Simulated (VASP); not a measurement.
Runs of VASP 6.6.1 on SiBF. The structure is that of space group P4/nmm (No. 129), or close to it. The cells are those of the table. 

```csv
task,cell,k mesh,cutoff (eV),k mesh for the DOS,occupations for the DOS,gap on the mesh (eV),pressure (GPa),relaxed volume (Å³/atom),largest force (eV/Å)
single point,"a = 3.108, b = 3.108, c = 6.118 Å, 6 atoms",6 × 6 × 4,520,-,-,none,(a),-,(b)
relaxation of cell and atoms,"relaxed from a = 3.326, b = 3.326, c = 5.956 Å, 6 atoms",6 × 6 × 4,600,-,-,none,0.0,9.78,0.04
single point,"a = 3.082, b = 3.082, c = 6.160 Å, 6 atoms",12 × 12 × 6,520,-,-,none,-0.1,-,0.02
relaxation of cell and atoms,"relaxed from a = 3.108, b = 3.108, c = 6.118 Å, 6 atoms",12 × 12 × 6,600,-,-,none,0.1,9.73,0.01
```

Alike in all rows: level PBE; potentials or basis VASP PAW PBE potentials, release 64 (Si, B, F); no spin polarisation; smearing gaussian 0.1 eV.

**Question.** Estimate the missing entries.

**Answer.** (a) -0.3; (b) 0.03.

A gap of «none» marks levels without a gap at the run's occupations.
